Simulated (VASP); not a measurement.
# NaH (F-43m) in VASP: relaxation of cell and atoms with PBEsol

Aim: the relaxation of cell and atoms of NaH with PBEsol.

Program: VASP 6.6.1. These are calculated values, not measurements. Logs are shortened: lines on timing, memory, paths and dates and some standing lists are left out, and cuts for length are marked.

### Step 1. The cell of the first run

It takes space group F-43m (No. 216, cubic). Conventional cell: a = 4.286 Å, b = 4.286 Å, c = 4.286 Å, α = 90.00°, β = 90.00°, γ = 90.00°. Within 2.5 Å of Na (site symmetry -43m) lie 4 H at 1.86 Å. Within 2.5 Å of H (site symmetry -43m) lie 4 Na at 1.86 Å.

### Step 2. Relaxation of cell and atoms, PBEsol

INCAR reads:

```
SYSTEM = NaH
  ALGO = Normal
  EDIFF = 1E-7
  EDIFFG = -0.01
  ENCUT = 1130
  GGA = PS
  GGA_COMPAT = .FALSE.
  IBRION = 2
  ISIF = 3
  ISMEAR = -1
  LASPH = .TRUE.
  LCHARG = .FALSE.
  LREAL = .FALSE.
  LWAVE = .FALSE.
  NELM = 120
  NELMIN = 4
  NSW = 100
  PREC = Accurate
  SIGMA = 0.03
```

KPOINTS reads:

```
k-points
0
G
  8 8 8
  0 0 0
```

POSCAR reads:

```
NaH
1.0
    0.0000000000      2.1427777891      2.1427777891
    2.1427777891      0.0000000000      2.1427777891
    2.1427777891      2.1427777891      0.0000000000
Na H
1 1
Direct
    0.0000000000      0.0000000000      0.0000000000
    0.2500000000      0.2500000000      0.2500000000
```

Potentials or basis: VASP PAW PBE potentials, release 64 (Na_sv, H).

The run is started by

```console
> cat potpaw_PBE.64/Na_sv/POTCAR potpaw_PBE.64/H/POTCAR > POTCAR
> mpirun -np 1 vasp_std > vasp.out
```

OUTCAR:

```text
SYSTEM = NaH
   EDIFF = 1E-7
   EDIFFG = -0.01
   ENCUT = 1130
   GGA = PS
   IBRION = 2
   ISIF = 3
   ISMEAR = -1
   LASPH = .TRUE.
   LREAL = .FALSE.
   NELM = 120
   NELMIN = 4
   NSW = 100
   PREC = Accurate

 ion  position               nearest neighbor table
   1  0.000  0.000  0.000-
   2  0.250  0.250  0.250-

  LATTYP: Found a face centered cubic cell.
 ALAT       =     4.2855555782

  Lattice vectors:

 A1 = (   0.0000000000,   2.1427777891,   2.1427777891)
 A2 = (   2.1427777891,   0.0000000000,   2.1427777891)
 A3 = (   2.1427777891,   2.1427777891,   0.0000000000)

Analysis of symmetry for initial positions (statically):
=====================================================================
 Subroutine PRICEL returns:
 Original cell was already a primitive cell.

 Routine SETGRP: Setting up the symmetry group for a
 face centered cubic supercell.

 Subroutine GETGRP returns: Found 24 space group operations
 (whereof 24 operations were pure point group operations)
 out of a pool of 48 trial point group operations.

The static configuration has the point symmetry T_d .

Analysis of symmetry for dynamics (positions and initial velocities):
=====================================================================
 Subroutine PRICEL returns:
 Original cell was already a primitive cell.

 Routine SETGRP: Setting up the symmetry group for a
 face centered cubic supercell.

 Subroutine GETGRP returns: Found 24 space group operations
 (whereof 24 operations were pure point group operations)
 out of a pool of 48 trial point group operations.

The dynamic configuration has the point symmetry T_d .

 Subroutine INISYM returns: Found 24 space group operations
 (whereof 24 operations are pure point group operations),
 and found     1 'primitive' translations

----------------------------------------------------------------------------------------

                                     Primitive cell

  volume of cell :      19.6771

  direct lattice vectors                    reciprocal lattice vectors
     0.000000000  2.142777789  2.142777789    -0.233341974  0.233341974  0.233341974
     2.142777789  0.000000000  2.142777789     0.233341974 -0.233341974  0.233341974
     2.142777789  2.142777789  0.000000000     0.233341974  0.233341974 -0.233341974

  length of vectors
     3.030345410  3.030345410  3.030345410     0.404160155  0.404160155  0.404160155

  position of ions in fractional coordinates (direct lattice)
     0.000000000  0.000000000  0.000000000
     0.250000000  0.250000000  0.250000000

  ion indices of the primitive-cell ions
   primitive index   ion index
                 1           1
                 2           2

----------------------------------------------------------------------------------------

 KPOINTS: k-points

Automatic generation of k-mesh.
 Grid dimensions read from file:
 generate k-points for:    8    8    8

 Generating k-lattice:

  Cartesian coordinates                     Fractional coordinates (reciprocal lattice)
    -0.029167747  0.029167747  0.029167747     0.125000000  0.000000000  0.000000000
     0.029167747 -0.029167747  0.029167747     0.000000000  0.125000000  0.000000000
     0.029167747  0.029167747 -0.029167747     0.000000000  0.000000000  0.125000000

  Length of vectors
     0.050520019  0.050520019  0.050520019

  Shift w.r.t. Gamma in fractional coordinates (k-lattice)
     0.000000000  0.000000000  0.000000000

 Subroutine IBZKPT returns following result:
 ===========================================

 Found     29 irreducible k-points:

 Following reciprocal coordinates:
            Coordinates               Weight
  0.000000  0.000000  0.000000      1.000000
  0.125000  0.000000  0.000000      8.000000
  0.250000  0.000000  0.000000      8.000000
  0.375000  0.000000  0.000000      8.000000
  0.500000  0.000000  0.000000      4.000000
  0.125000  0.125000  0.000000      6.000000
[... 16 lines left out ...]
  0.500000  0.250000  0.125000     48.000000
 -0.375000  0.250000  0.125000     24.000000
 [... further k-points ...]
   k-points           NKPTS =     29   k-points in BZ     NKDIM =     29   number of bands    NBANDS=      9
   number of dos      NEDOS =    301   number of ions     NIONS =      2
   total plane-waves  NPLWV =  46656
   dimension x,y,z NGX =    36 NGY =   36 NGZ =   36
   dimension x,y,z NGXF=    72 NGYF=   72 NGZF=   72
   ions per type =               1   1
   NGX,Y,Z   is equivalent  to a cutoff of  19.75, 19.75, 19.75 a.u.
   NGXF,Y,Z  is equivalent  to a cutoff of  39.50, 39.50, 39.50 a.u.
 SYSTEM =  NaH
   PREC   = accura    normal or accurate (medium, high low for compatibility)
   ISTART =      0    job   : 0-new  1-cont  2-samecut
   ICHARG =      2    charge: 1-file 2-atom 10-const
   ISPIN  =      1    spin polarized calculation?
   LNONCOLLINEAR =      F non collinear calculations
   LSORBIT =      F    spin-orbit coupling
   LASPH  =      T    aspherical Exc in radial PAW
   ENCUT  = 1130.0 eV  83.05 Ry    9.11 a.u.   8.31  8.31  8.31*2*pi/ulx,y,z
   NELM   =    120;   NELMIN=  4; NELMDL= -5     # of ELM steps
   EDIFF  = 0.1E-06   stopping-criterion for ELM
   LREAL  =      F    real-space projection
   EDIFFG = -.1E-01   stopping-criterion for IOM
   NSW    =    100    number of steps for IOM
   IBRION =      2    ionic relax: 0-MD 1-quasi-New 2-CG
   NFREE  =      1    steps in history (QN), initial steepest desc. (CG)
   ISIF   =      3    stress and relaxation
   ISYM   =      2    0-nonsym 1-usesym 2-fastsym
   POTIM  = 0.5000    time-step for ionic-motion
   TEBEG  =    0.0;   TEEND  =   0.0 temperature during run
   PSTRESS=    0.0 pullay stress
   NELECT =      10.0000    total number of electrons
   NUPDOWN=      -1.0000    fix difference up-down
   EMIN   =  10.00;   EMAX   =-10.00  energy-range for DOS
   EFERMI =   0.00;   METHOD = LEGACY
   ISMEAR =    -1;   SIGMA  =   0.03  broadening in eV -4-tet -1-fermi 0-gaus
   EFERMI_NEDOS =   21; number of points for ismear=-14 and -15
   IALGO  =     38    algorithm
   IMIX   =      4    mixing-type and parameters
     AMIX     =   0.40;   BMIX     =  1.00
     AMIX_MAG =   1.60;   BMIX_MAG =  1.00
  volume/ion in A,a.u.               =       9.84        66.39
  Fermi-wavevector in a.u.,A,eV,Ry     =   1.306435  2.468804 23.222037  1.706772
  Thomas-Fermi vector in A             =   2.437237
   LORBIT       =      0    0 simple, 1 ext, 2 COOP (PROOUT), +10 PAW based schemes
   GGA     = PS    functional components
   LHFCALC =     F    Hartree Fock is set to
   AEXX    =    0.0000 exact exchange contribution
   IVDW    =     0    specifies the selected vdW correction
   LEPSILON=     F    determine dielectric tensor
   LRPA    =     F    only Hartree local field effects (RPA)
 conjugate gradient relaxation of ions
 non-spin polarized calculation
  energy-cutoff  :     1130.00
  volume of cell :       19.68
 maximum number of plane-waves:      1719
 NGX is ok and might be reduce to    36
   NGX = 17   NGY = 17   NGZ = 17

--------------------------------------- Ionic step        1  -------------------------------------------

 number of electron      10.0000000 magnetization

 number of electron       9.9999999 magnetization

 Free energy of the ion-electron system (eV)
  ---------------------------------------------------
  ext. energy  EPLUGINS =         0.00000000
  ---------------------------------------------------
  free energy    TOTEN  =        -4.09513151 eV

  energy without entropy =       -4.09513151  energy(sigma->0) =       -4.09513151

 E-fermi :   1.7304     XC(G=0):  -9.0162

 val. band max:        1.0119421881   @ k =  -0.2500   0.5000   0.2500
 cond. band min:       4.7547422999   @ k =   0.5000   0.0000   0.0000
 fundamental gap:      3.7428001118
 Fermi energy:         1.7303763927

 k-point     1 :       0.0000    0.0000    0.0000
  band No.  band energies     occupation
      1     -48.4976      2.00000
      2     -20.4717      2.00000
      3     -20.4717      2.00000
      4     -20.4717      2.00000
      5      -3.8305      2.00000
      6      12.6196      0.00000
      7      18.0288      0.00000
      8      18.0288      0.00000
      9      18.0288      0.00000
[... 739 lines left out ...]
 POSITION                                       TOTAL-FORCE (eV/Angst)
 -----------------------------------------------------------------------------------
      0.00000      0.00000      0.00000         0.000000     -0.000000     -0.000000
      1.28968      1.28968      1.28968        -0.000000      0.000000      0.000000
 -----------------------------------------------------------------------------------
    total drift:                               -0.000000     -0.000000     -0.000000

  FREE ENERGIE OF THE ION-ELECTRON SYSTEM (eV)
  ---------------------------------------------------
  free  energy   TOTEN  =        -4.9259257324 eV

  energy  without entropy=       -4.9259257324  energy(sigma->0) =       -4.92592573

--------------------------------------- Ionic step        6  -------------------------------------------

 number of electron      10.0000004 magnetization

 Free energy of the ion-electron system (eV)
  ---------------------------------------------------
  ext. energy  EPLUGINS =         0.00000000
  ---------------------------------------------------
  free energy    TOTEN  =        -4.92613544 eV

  energy without entropy =       -4.92613544  energy(sigma->0) =       -4.92613544

 E-fermi :  -0.8467     XC(G=0):  -7.0175

 val. band max:       -1.5633933658   @ k =  -0.2500   0.5000   0.2500
 cond. band min:       1.8429561403   @ k =   0.5000   0.0000   0.0000
 fundamental gap:      3.4063495061
 Fermi energy:        -0.8466716664

 k-point     1 :       0.0000    0.0000    0.0000
  band No.  band energies     occupation
      1     -51.4172      2.00000
      2     -23.4907      2.00000
      3     -23.4907      2.00000
      4     -23.4907      2.00000
      5      -4.5180      2.00000
      6       6.6248      0.00000
      7      11.7247      0.00000
      8      11.7247      0.00000
      9      11.7247      0.00000
[... 298 lines left out ...]
 POSITION                                       TOTAL-FORCE (eV/Angst)
 -----------------------------------------------------------------------------------
      5.17617      5.17617      5.17617        -0.000000     -0.000000     -0.000000
      1.29404      1.29404      1.29404         0.000000      0.000000      0.000000
 -----------------------------------------------------------------------------------
    total drift:                               -0.000000     -0.000000     -0.000000

  FREE ENERGIE OF THE ION-ELECTRON SYSTEM (eV)
  ---------------------------------------------------
  free  energy   TOTEN  =        -4.9261354378 eV

  energy  without entropy=       -4.9261354378  energy(sigma->0) =       -4.92613544

 reached required accuracy - stopping structural energy minimisation
```

Run time: 1.7 min. Hardware: 1 thread of Intel Xeon Platinum 8488C (Sapphire Rapids), shared host; peak memory 0.2 GiB.

Results:

* Free energy: -4.9261 eV
* Relaxed volume: 17.34 Å³/atom
* Relaxed cell: a = 3.660 Å, b = 3.660 Å, c = 3.660 Å, α = 60.00°, β = 60.00°, γ = 60.00°
* Space group after relaxing (to 0.1 Å): F-43m (No. 216)
* Energy gained by relaxing: 415.5 meV/atom
* Ionic steps: 6
* Pressure after relaxing: 0.0 GPa
* Band gap on the k mesh: 3.41 eV (least direct gap 4.15 eV)

Step by step:
```
step  energy change (eV)  largest force (eV/Å)  pressure (GPa)  volume (Å³)
   1              0.0000                0.0000           28.83        19.68
   2             -0.6064                0.0000            9.77        25.16
   3             -0.7884                0.0000            3.19        29.99
   4             -0.7596                0.0000           -3.39        41.41
   5             -0.8308                0.0000            0.19        34.32
   6             -0.8310                0.0000            0.00        34.67
```

Final structure:
```yaml
crystal:
  lattice:
    - [0.00000, 2.58809, 2.58809]
    - [2.58809, 0.00000, 2.58809]
    - [2.58809, 2.58809, 0.00000]
  atoms:
    - { symbol: Na, position: [0.00000, 0.00000, 0.00000] }
    - { symbol: H, position: [0.25000, 0.25000, 0.25000] }
```

Caveat: the volume moved by over 15 % at a fixed basis, so the end points are rough; the structure was generated, so it needn't be the stable form of NaH; the PAW data sets were made with another functional, which shifts forces and pressure a little.
